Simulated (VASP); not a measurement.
Wanted: the native input for a VASP 6.6.1 run.

* Task: relaxation of shape and atoms at fixed volume
* Functional: PBE
* Potentials or basis: VASP PAW PBE potentials, release 64 (Ba_sv, Li_sv, S)
* Cutoff: 600 eV
* k mesh: 6 × 6 × 4
* Occupations: gaussian, width 0.02 eV
* Spin: no spin polarisation
* Dipole correction: no
* Further INCAR settings: ALGO = Normal; EDIFF = 1e-07; IBRION = 2; EDIFFG = -0.01; NSW = 50; ISIF = 4

The structure of BaLi2S2 lies in POSCAR:

```
BaLi2S2
1.0
    4.2038582867      0.0000000000      0.0000000000
   -2.1019291434      3.6406480702      0.0000000000
    0.0000000000      0.0000000000      7.0142794594
Ba Li S
1 2 2
Direct
    0.0000000000      0.0000000000      0.0000000000
    0.6666666667      0.3333333333      0.6127950142
    0.3333333333      0.6666666667      0.3872049858
    0.6666666667      0.3333333333      0.2728288052
    0.3333333333      0.6666666667      0.7271711948
```

One way to write it, as run:

INCAR

```
SYSTEM = BaLi2S2
PREC     = Accurate       ! precision mode
ENCUT    = 600            ! plane-wave cutoff, eV
EDIFF    = 1E-7           ! SCF threshold, eV
ISMEAR   = 0              ! smearing method
SIGMA    = 0.02           ! smearing width, eV
LREAL    = .False.        ! projectors in reciprocal space
LASPH    = .True.         ! aspherical terms in the spheres
NELM     = 60             ! most SCF steps
ALGO     = Normal         ! electronic algorithm
ISIF     = 4              ! what is computed and relaxed
LWAVE    = .False.        ! write WAVECAR
LCHARG   = .False.        ! write CHGCAR
GGA      = PE             ! functional
IBRION   = 2              ! ionic algorithm
NSW      = 50             ! ionic steps
EDIFFG   = -0.01          ! ionic threshold
```

KPOINTS

```
Automatic mesh
0
Gamma
  6 6 4
  0 0 0
```

Potentials or basis: VASP PAW PBE potentials, release 64 (Ba_sv, Li_sv, S).

Launch:

```sh
$ cat potpaw_PBE.64/Ba_sv/POTCAR potpaw_PBE.64/Li_sv/POTCAR potpaw_PBE.64/S/POTCAR > POTCAR
$ mpirun -np 1 vasp_std > vasp.out
```

It gave:

```json
{"Energy gained by relaxing": "0.8 meV/atom", "Ionic steps": "5", "Pressure after relaxing": "3.0 GPa", "Largest force after relaxing": "0.007 eV/Å", "Band gap on the k mesh": "2.60 eV (least direct gap 2.89 eV)"}
```

Caveat: the cutoff is under 1.25 times the usual one of these potentials, so pressure, stress and relaxed cells hold a basis-set (Pulay) error; spin-orbit coupling is left out, which moves the levels of the heavy elements.

Wall time 2.9 min on 1 thread of Intel(R) Xeon(R) Platinum 8375C CPU @ 2.90GHz (Ice Lake) (shared host), peak memory 0.29 GiB.
